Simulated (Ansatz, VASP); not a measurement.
**Pt2W in VASP and in Ansatz**

The input INCAR:

```
SYSTEM = Pt2W
ALGO     = Normal         ! electronic algorithm
EDIFF    = 1E-8           ! SCF threshold, eV
ENCUT    = 520            ! plane-wave cutoff, eV
GGA      = CA             ! functional
ISIF     = 2              ! what is computed and relaxed
ISMEAR   = -1             ! smearing method
LASPH    = .TRUE.         ! aspherical terms in the spheres
LCHARG   = .FALSE.        ! write CHGCAR
LEFG     = .TRUE.       
LREAL    = .FALSE.        ! projectors in reciprocal space
LWAVE    = .FALSE.        ! write WAVECAR
NBANDS   = 24             ! bands
NELM     = 60             ! most SCF steps
PREC     = Accurate       ! precision mode
SIGMA    = 0.05           ! smearing width, eV
```

The input KPOINTS:

```
k-points
0
G
  14 14 14
  0 0 0
```

The input POSCAR:

```
Pt2W
1.0
   -1.3863662500      1.9822029900      4.1532628050
    1.3863662500     -1.9822029900      4.1532628050
    1.3863662500      1.9822029900     -4.1532628050
Pt W
2 1
Direct
    0.6632247000      0.6632247000      0.0000000000
    0.3367753000      0.3367753000      0.0000000000
    0.0000000000      0.0000000000      0.0000000000
```

Input for Ansatz:

```yaml
crystal:
  lattice:
    - [-1.38636625, 1.98220299, 4.153262805]
    - [1.38636625, -1.98220299, 4.153262805]
    - [1.38636625, 1.98220299, -4.153262805]
  atoms:
    - { symbol: Pt, position: [0.6632247, 0.6632247, 0.0] }
    - { symbol: Pt, position: [0.3367753, 0.3367753, 0.0] }
    - { symbol: W, position: [0.0, 0.0, 0.0] }
kpoints:
  mp_grid: { grid: [14, 14, 14] }
  band_path:
    path:
      - [0.0, 0.0, 0.0]
      - [0.5, 0.5, -0.5]
      - [0.2778558963, 0.7221441037, -0.2778558963]
      - [-0.2778558963, 0.2778558963, 0.2778558963]
      - [0.0, 0.0, 0.0]
      - [0.3069452412, -0.3069452412, 0.3069452412]
      - [0.6930547588, 0.3069452412, -0.3069452412]
      - [0.5, 0.5, -0.5]
      - [0.0, 0.0, 0.0]
    npoints: 8
scf:
  occupations: { method: fermi_dirac, width: 0.05 }
hamiltonian:
  xc: lda
  pseudopotentials: { kind: paw }
output:
  forces: true
  stress: true
  eigenvalues: true
  efg: { contact_densities: true }
  populations: true
  bader: true
  dos: { projected: true, de: 0.2, e_range: [-14, 8] }
  write_density: true
  write_potential: true
  elf: true
  volumetric_format: npy
```

Alike in both runs: task electric field gradients; functional LDA; k mesh 14 × 14 × 14; occupations fermi-dirac, width 0.05 eV; no spin polarisation.

```csv
,VASP,Ansatz
version,VASP 6.6.1,Ansatz 0.2.0
potentials or method,"VASP PAW LDA potentials, release 64 (Pt, W_sv)","PAW with Ansatz's default frozen-core files, scalar-relativistic"
plane-wave cutoff (eV),520,420
valence electrons in the cell,34,50
```

|  | VASP | Ansatz | Ansatz less VASP |
| --- | --- | --- | --- |
| pressure (GPa) | -9.3 | -10.5 | -1.22 |
| traceless stress, the component that is largest in VASP (GPa) | 0.64 | 0.66 | +0.018 |
| rms of the force components (eV/Å) | 0.015 | 0.025 | +0.0107 |
| size of Vzz on the site where it differs most (V/Å²) | 39.6 | 63.8 | +24.18 |

LDA's correlation is that of Perdew and Zunger in VASP and of Perdew and Wang (1992) in Ansatz. Atom by atom the forces differ by 0.011 eV/Å (rms over components). VASP's potentials hold 34 valence electrons a cell and Ansatz's 50, so a difference there can come from the potentials and not from the codes.

Spin-orbit coupling is off throughout.
